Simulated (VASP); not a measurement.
# Mn (Fm-3m) in VASP: relaxation of cell and atoms with PBE

Aim: the relaxation of cell and atoms of Mn with PBE.

All numbers are computed with VASP 6.6.1; they aren't measurements. Logs are shortened: lines on timing, memory, paths and dates and some standing lists are left out, and cuts for length are marked.

## 1. The cell of the first run

The structure is cubic, space group Fm-3m (No. 225). The conventional cell has a = 3.501 Å, b = 3.501 Å, c = 3.501 Å, α = 90.00°, β = 90.00°, γ = 90.00°. Within 3.3 Å of Mn (site symmetry m-3m) lie 12 Mn at 2.48 Å.

This isn't the form of Mn at room conditions, which is a 58-atom cubic cell.

## 2. Relaxation of cell and atoms, PBE

The input, INCAR:

```
ALGO = Normal ; EDIFF = 1E-6
EDIFFG = -0.01 ; ENCUT = 600
GGA = PE ; IBRION = 2
ISIF = 3 ; ISMEAR = 0
LASPH = True ; LCHARG = False
LREAL = False ; LWAVE = False
NELM = 60 ; NSW = 80
PREC = Accurate ; SIGMA = 0.1
```

The input, KPOINTS:

```
k-points
0
Gamma
  20 20 20
```

The input, POSCAR:

```
Mn
1.0
    0.0000000000      1.7503523121      1.7503523121
    1.7503523121      0.0000000000      1.7503523121
    1.7503523121      1.7503523121      0.0000000000
Mn
1
Direct
    0.0000000000      0.0000000000      0.0000000000
```

Potentials or basis: VASP PAW PBE potentials, release 64 (Mn_pv).

Started as:

```bash
> cat potpaw_PBE.64/Mn_pv/POTCAR > POTCAR
> mpirun -np 1 vasp_std > vasp.out
```

OUTCAR:

```text
EDIFF = 1E-6
   EDIFFG = -0.01
   ENCUT = 600
   GGA = PE
   IBRION = 2
   ISIF = 3
   ISMEAR = 0
   LASPH = True
   LREAL = False
   NELM = 60
   NSW = 80
   PREC = Accurate

 ion  position               nearest neighbor table
   1  0.000  0.000  0.000-

  LATTYP: Found a face centered cubic cell.
 ALAT       =     3.5007046242

  Lattice vectors:

 A1 = (   0.0000000000,   1.7503523121,   1.7503523121)
 A2 = (   1.7503523121,   0.0000000000,   1.7503523121)
 A3 = (   1.7503523121,   1.7503523121,   0.0000000000)

Analysis of symmetry for initial positions (statically):
=====================================================================
 Subroutine PRICEL returns:
 Original cell was already a primitive cell.

 Routine SETGRP: Setting up the symmetry group for a
 face centered cubic supercell.

 Subroutine GETGRP returns: Found 48 space group operations
 (whereof 48 operations were pure point group operations)
 out of a pool of 48 trial point group operations.

The static configuration has the point symmetry O_h .

Analysis of symmetry for dynamics (positions and initial velocities):
=====================================================================
 Subroutine PRICEL returns:
 Original cell was already a primitive cell.

 Routine SETGRP: Setting up the symmetry group for a
 face centered cubic supercell.

 Subroutine GETGRP returns: Found 48 space group operations
 (whereof 48 operations were pure point group operations)
 out of a pool of 48 trial point group operations.

The dynamic configuration has the point symmetry O_h .

 Subroutine INISYM returns: Found 48 space group operations
 (whereof 48 operations are pure point group operations),
 and found     1 'primitive' translations

----------------------------------------------------------------------------------------

                                     Primitive cell

  volume of cell :      10.7252

  direct lattice vectors                    reciprocal lattice vectors
     0.000000000  1.750352312  1.750352312    -0.285656777  0.285656777  0.285656777
     1.750352312  0.000000000  1.750352312     0.285656777 -0.285656777  0.285656777
     1.750352312  1.750352312  0.000000000     0.285656777  0.285656777 -0.285656777

  length of vectors
     2.475371979  2.475371979  2.475371979     0.494772051  0.494772051  0.494772051

  position of ions in fractional coordinates (direct lattice)
     0.000000000  0.000000000  0.000000000

  ion indices of the primitive-cell ions
   primitive index   ion index
                 1           1

----------------------------------------------------------------------------------------

 KPOINTS: k-points

Automatic generation of k-mesh.
 Grid dimensions read from file:
 generate k-points for:   20   20   20

 Generating k-lattice:

  Cartesian coordinates                     Fractional coordinates (reciprocal lattice)
    -0.014282839  0.014282839  0.014282839     0.050000000  0.000000000  0.000000000
     0.014282839 -0.014282839  0.014282839     0.000000000  0.050000000  0.000000000
     0.014282839  0.014282839 -0.014282839     0.000000000  0.000000000  0.050000000

  Length of vectors
     0.024738603  0.024738603  0.024738603

  Shift w.r.t. Gamma in fractional coordinates (k-lattice)
     0.000000000  0.000000000  0.000000000

 Subroutine IBZKPT returns following result:
 ===========================================

 Found    256 irreducible k-points:

 Following reciprocal coordinates:
            Coordinates               Weight
  0.000000  0.000000  0.000000      1.000000
  0.050000  0.000000  0.000000      8.000000
  0.100000  0.000000  0.000000      8.000000
  0.150000  0.000000  0.000000      8.000000
  0.200000  0.000000  0.000000      8.000000
  0.250000  0.000000  0.000000      8.000000
[... 16 lines left out ...]
 -0.400000  0.050000  0.000000     24.000000
 -0.350000  0.050000  0.000000     24.000000
 [... further k-points ...]
   k-points           NKPTS =    256   k-points in BZ     NKDIM =    256   number of bands    NBANDS=     10
   number of dos      NEDOS =    301   number of ions     NIONS =      1
   total plane-waves  NPLWV =   8000
   dimension x,y,z NGX =    20 NGY =   20 NGZ =   20
   dimension x,y,z NGXF=    40 NGYF=   40 NGZF=   40
   ions per type =               1
   NGX,Y,Z   is equivalent  to a cutoff of  13.43, 13.43, 13.43 a.u.
   NGXF,Y,Z  is equivalent  to a cutoff of  26.86, 26.86, 26.86 a.u.
 SYSTEM =  unknown system
   PREC   = accura    normal or accurate (medium, high low for compatibility)
   ISTART =      0    job   : 0-new  1-cont  2-samecut
   ICHARG =      2    charge: 1-file 2-atom 10-const
   ISPIN  =      1    spin polarized calculation?
   LNONCOLLINEAR =      F non collinear calculations
   LSORBIT =      F    spin-orbit coupling
   LASPH  =      T    aspherical Exc in radial PAW
   ENCUT  =  600.0 eV  44.10 Ry    6.64 a.u.   4.94  4.94  4.94*2*pi/ulx,y,z
   NELM   =     60;   NELMIN=  2; NELMDL= -5     # of ELM steps
   EDIFF  = 0.1E-05   stopping-criterion for ELM
   LREAL  =      F    real-space projection
   EDIFFG = -.1E-01   stopping-criterion for IOM
   NSW    =     80    number of steps for IOM
   IBRION =      2    ionic relax: 0-MD 1-quasi-New 2-CG
   NFREE  =      1    steps in history (QN), initial steepest desc. (CG)
   ISIF   =      3    stress and relaxation
   ISYM   =      2    0-nonsym 1-usesym 2-fastsym
   POTIM  = 0.5000    time-step for ionic-motion
   TEBEG  =    0.0;   TEEND  =   0.0 temperature during run
   PSTRESS=    0.0 pullay stress
   NELECT =      13.0000    total number of electrons
   NUPDOWN=      -1.0000    fix difference up-down
   EMIN   =  10.00;   EMAX   =-10.00  energy-range for DOS
   EFERMI =   0.00;   METHOD = LEGACY
   ISMEAR =     0;   SIGMA  =   0.10  broadening in eV -4-tet -1-fermi 0-gaus
   EFERMI_NEDOS =   21; number of points for ismear=-14 and -15
   IALGO  =     38    algorithm
   IMIX   =      4    mixing-type and parameters
     AMIX     =   0.40;   BMIX     =  1.00
     AMIX_MAG =   1.60;   BMIX_MAG =  1.00
  volume/ion in A,a.u.               =      10.73        72.38
  Fermi-wavevector in a.u.,A,eV,Ry     =   1.745503  3.298521 41.453945  3.046779
  Thomas-Fermi vector in A             =   2.817177
   LORBIT       =      0    0 simple, 1 ext, 2 COOP (PROOUT), +10 PAW based schemes
   GGA     = PE    functional components
   LHFCALC =     F    Hartree Fock is set to
   AEXX    =    0.0000 exact exchange contribution
   IVDW    =     0    specifies the selected vdW correction
   LEPSILON=     F    determine dielectric tensor
   LRPA    =     F    only Hartree local field effects (RPA)
 conjugate gradient relaxation of ions
 non-spin polarized calculation
 Gauss-broadening in eV      SIGMA  =   0.10
  energy-cutoff  :      600.00
  volume of cell :       10.73
 maximum number of plane-waves:       369
   NGX =  9   NGY =  9   NGZ =  9

--------------------------------------- Ionic step        1  -------------------------------------------

 number of electron      12.9999995 magnetization

 Free energy of the ion-electron system (eV)
  ---------------------------------------------------
  ext. energy  EPLUGINS =         0.00000000
  ---------------------------------------------------
  free energy    TOTEN  =        -8.91935954 eV

  energy without entropy =       -8.91175737  energy(sigma->0) =       -8.91555845

------------------------ aborting loop because EDIFF is reached ----------------------------------------

  FORCE on cell =-STRESS in cart. coord.  units (eV):
  Direction    XX          YY          ZZ          XY          YZ          ZX
  --------------------------------------------------------------------------------------
  -------------------------------------------------------------------------------------
  Total        0.0195094      0.0195094      0.0195094      0.0000000      0.0000000      0.0000000
  in kB        2.9143897      2.9143897      2.9143897      0.0000000      0.0000000      0.0000000
  external PRESSURE =       2.9143897 kB  Pullay stress =       0.0000000 kB
[... 55 lines left out ...]
  energy  without entropy=       -8.9117058308  energy(sigma->0) =       -8.91551971

--------------------------------------- Ionic step        3  -------------------------------------------

 number of electron      12.9999995 magnetization

 Free energy of the ion-electron system (eV)
  ---------------------------------------------------
  ext. energy  EPLUGINS =         0.00000000
  ---------------------------------------------------
  free energy    TOTEN  =        -8.91936812 eV

  energy without entropy =       -8.91175907  energy(sigma->0) =       -8.91556359

 E-fermi :  10.5227     XC(G=0): -14.0292

 val. band max:       10.5202396581   @ k =  -0.3000   0.3000   0.0500
 cond. band min:      10.5253633024   @ k =   0.2000   0.1500   0.0500
 fundamental gap:      0.0051236443
 Fermi energy:        10.5226978181

 k-point     1 :       0.0000    0.0000    0.0000
  band No.  band energies     occupation
      1     -37.1398      2.00000
      2     -37.1398      2.00000
      3     -37.1398      2.00000
      4       2.2030      2.00000
      5       9.3662      2.00000
      6       9.3662      2.00000
      7       9.3662      2.00000
      8      11.0559      0.00000
      9      11.0559      0.00000
     10      31.9195      0.00000
[... 287 lines left out ...]
 k-point    24 :      -0.3500    0.0500    0.0000
  band No.  band energies     occupation
      1     -37.7742      2.00000
      2     -37.2434      2.00000
      3     -37.2184      2.00000
      4       5.8093      2.00000
      5       9.3353      2.00000
      6       9.4340      2.00000
      7       9.4509      2.00000
      8      11.6714      0.00000
      9      12.1483      0.00000
     10      22.3993      0.00000

 [... further k-points ...]

------------------------ aborting loop because EDIFF is reached ----------------------------------------

  FORCE on cell =-STRESS in cart. coord.  units (eV):
  Direction    XX          YY          ZZ          XY          YZ          ZX
  --------------------------------------------------------------------------------------
  -------------------------------------------------------------------------------------
  Total       -0.0011383     -0.0011383     -0.0011383     -0.0000000      0.0000000     -0.0000000
  in kB       -0.1699106     -0.1699106     -0.1699106     -0.0000000      0.0000000     -0.0000000
  external PRESSURE =      -0.1699106 kB  Pullay stress =       0.0000000 kB
[... 16 lines left out ...]
  FREE ENERGIE OF THE ION-ELECTRON SYSTEM (eV)
  ---------------------------------------------------
  free  energy   TOTEN  =        -8.9193681237 eV

  energy  without entropy=       -8.9117590661  energy(sigma->0) =       -8.91556359

 reached required accuracy - stopping structural energy minimisation
```

It took 30 s on 1 thread of AMD EPYC 9R45 (Zen 5), shared host; peak memory 0.12 GiB.

What came out:

```yaml
Free_energy: -8.9194 eV
Relaxed_volume: 10.73 Å³/atom
Relaxed_cell: a = 2.476 Å, b = 2.476 Å, c = 2.476 Å, α = 60.00°, β = 60.00°, γ = 60.00°
Space_group_after_relaxing_to_0.1_Å: Fm-3m (No. 225)
Energy_gained_by_relaxing: 0.0 meV/atom
Ionic_steps: 3
Pressure_after_relaxing: 0.0 GPa
Band_gap_on_the_k_mesh: zero (an odd number of electrons rules out a gap without spin polarisation)
```

Final structure:
```
Mn
1.0
     0.00000    1.75080    1.75080
     1.75080    0.00000    1.75080
     1.75080    1.75080    0.00000
Mn
1
Direct
  0.00000 0.00000 0.00000
```

Caveat: the run has no spin polarisation, though such a crystal can be magnetic. Spin polarisation is off, so any magnetic state and its effect on volume and gap are missing.
